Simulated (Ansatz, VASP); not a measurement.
## One calculation of ZrB2, two programs

```xyz
3
Lattice="3.1334 0.0000 0.0000 -1.5667 2.7136 0.0000 0.0000 0.0000 3.4890" Properties=species:S:1:pos:R:3 pbc="T T T"
Zr    0.0000    0.0000    0.0000
B     0.0000    1.8090    1.7445
B     1.5667    0.9045    1.7445
```

Alike in both runs: functional LDA; k mesh 15 × 15 × 12; occupations fermi-dirac, width 0.15 eV; no spin polarisation.

Ansatz relaxed the structure, and its values are those at the end. VASP's run is a single point on that final structure, the one shown.

```csv
,VASP,Ansatz
version,VASP 6.6.1,Ansatz 0.2.0
potentials or method,"VASP PAW LDA potentials, release 64 (Zr_sv, B), cutoff 520 eV","scalar-relativistic, plane waves, PAW"
valence electrons in the cell,18,18
```

VASP gave:

```
gap on the k mesh at the Fermi level (eV) : none
pressure (GPa)                            : 0.5
```

**Question.** Estimate Ansatz's values.

**Answer.** gap on the k mesh at the Fermi level (eV): none; pressure (GPa): 0.0.

Ansatz warns that its potentials were made for another functional, while VASP's fit it. LDA's correlation is that of Perdew and Zunger in VASP and of Perdew and Wang (1992) in Ansatz. A gap of «none» marks a metal or a gap that the smearing closes.
